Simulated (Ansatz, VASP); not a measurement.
## One calculation of TaN, two programs

Contents of INCAR:

```
PREC = Accurate ; ENCUT = 520
EDIFF = 1E-6 ; ISMEAR = 0
SIGMA = 0.15 ; LREAL = F
LASPH = T ; NELM = 60
ALGO = Normal ; ISIF = 2
LWAVE = F ; LCHARG = F
GGA = PE ; NBANDS = 15
```

KPOINTS

```
regular mesh
0
Gamma
  24 24 24
```

File POSCAR:

```
TaN
1.0
    0.0000000000      2.2086347780      2.1423757347
    2.2086347780      0.0000000000      2.1423757347
    2.2086347780      2.2086347780      0.0000000000
Ta N
1 1
Direct
    0.5000000000      0.5000000000      0.5000000000
    0.0000000000      0.0000000000      0.0000000000
```

Input for Ansatz:

```yaml
crystal:
  lattice:
    - [0.0, 2.208634778, 2.1423757347]
    - [2.208634778, 0.0, 2.1423757347]
    - [2.208634778, 2.208634778, 0.0]
  atoms:
    - { symbol: Ta, position: [0.5, 0.5, 0.5] }
    - { symbol: "N", position: [0.0, 0.0, 0.0] }
basis:
  ecutwfc: 420
kpoints:
  mp_grid: { grid: [24, 24, 24] }
hamiltonian:
  xc: pbe
scf:
  occupations: { method: gaussian, width: 0.15 }
output:
  forces: true
  stress: true
  eigenvalues: true
```

Change from the starting cell: strain +0.000 along x and y, -0.030 along z, atoms carried along.

Alike in both runs: task single point; functional PBE; k mesh 24 × 24 × 24; occupations gaussian, width 0.15 eV; no spin polarisation.

|  | VASP | Ansatz |
| --- | --- | --- |
| version | VASP 6.6.1 | Ansatz 0.2.0 |
| potentials or method | VASP PAW PBE potentials, release 64 (Ta_pv, N), cutoff 520 eV | scalar-relativistic, plane waves, PAW |
| valence electrons in the cell | 16 | 18 |

VASP gave:

```
gap on the k mesh at the Fermi level (eV)                     : none
pressure (GPa)                                                : 12.4
traceless stress, the component that is largest in VASP (GPa) : 14.23
```

Question: Which values does Ansatz return?

Answer: gap on the k mesh at the Fermi level (eV): none; pressure (GPa): 11.5; traceless stress, the component that is largest in VASP (GPa): 14.12.

A gap of «none» marks a metal or a gap that the smearing closes. VASP's potentials hold 16 valence electrons a cell and Ansatz's 18, so a difference there can come from the potentials and not from the codes.

Neither program's run includes spin-orbit coupling.
